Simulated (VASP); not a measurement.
The system is AlN.

```
CELL_PARAMETERS angstrom
0.00000 2.03906 2.00380
2.03906 0.00000 2.00380
2.03906 2.03906 0.00000
ATOMIC_POSITIONS crystal
Al 0.00000 0.00000 0.00000
N 0.50000 0.50000 0.50000
```

This cell differs from its parent crystal: epitaxial xy strain +1.0%.

Program: VASP 6.6.1. Alike in all runs: task single point; potentials or basis VASP PAW PBE potentials, release 64 (Al, N); no spin polarisation; cell as given; cutoff (eV) 520. Hardware: 1 thread of Intel(R) Xeon(R) 6975P-C (Granite Rapids), with other jobs on the host.

Question: Order these runs on this cell by their wall time, lowest first.
A. level PBE; k mesh 6 × 6 × 6; smearing gaussian 0.01 eV
B. level PBE; k mesh 10 × 10 × 10; smearing fermi-dirac 0.02 eV
C. level r2SCAN; k mesh 10 × 10 × 10; smearing gaussian 0.01 eV

Answer: A (2.6 s), B (6.6 s), C (23 s).

Caveats: some runs use coarse meshes.
